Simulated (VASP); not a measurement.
Input of a VASP 6.6.1 run:

POSCAR

```
Ti
1.0
    0.0000000000      1.9995500000      1.9995500000
    1.9995500000      0.0000000000      1.9995500000
    1.9995500000      1.9995500000      0.0000000000
Ti
1
Direct
    0.0000000000      0.0000000000      0.0000000000
```

INCAR.step1

```
SYSTEM = Ti
PREC = Accurate ; ENCUT = 520
ISMEAR = 0 ; SIGMA = 0.15
LREAL = .False. ; LASPH = .True.
NELM = 100 ; NBANDS = 12
GGA = PE ; ALGO = Normal
EDIFF = 1E-4 ; LWAVE = .True.
LCHARG = .False.
```

INCAR.step2

```
SYSTEM = Ti
PREC = Accurate ; ENCUT = 520
EDIFF = 1E-6 ; ISMEAR = 0
SIGMA = 0.15 ; LREAL = .False.
LASPH = .True. ; NELM = 100
ALGO = Normal ; ISIF = 2
LWAVE = .False. ; LCHARG = .False.
METAGGA = R2SCAN ; LMIXTAU = .True.
NBANDS = 12 ; ISTART = 1
```

File KPOINTS:

```
Automatic mesh
0
Gamma
  20 20 20
  0 0 0
```

Potentials or basis: VASP PAW PBE potentials, release 64 (Ti_sv).

The run is started by

```console
$ cat potpaw_PBE.64/Ti_sv/POTCAR > POTCAR
$ cp INCAR.step1 INCAR
$ mpirun -np 1 vasp_std > vasp.out
$ cp INCAR.step2 INCAR
$ mpirun -np 1 vasp_std > vasp.out
```

**Question.** Estimate the band gap on the k mesh.

**Answer.** Zero (band 6 reaches 10.21 eV, above the bottom of band 7 at 8.70 eV).

**Question.** Predict the pressure.

**Answer.** 11.0 GPa.

Caveat: the cell differs from its parent crystal (strain -0.015 along x and y, -0.015 along z); the PAW data sets were made with another functional, which shifts forces and pressure a little.
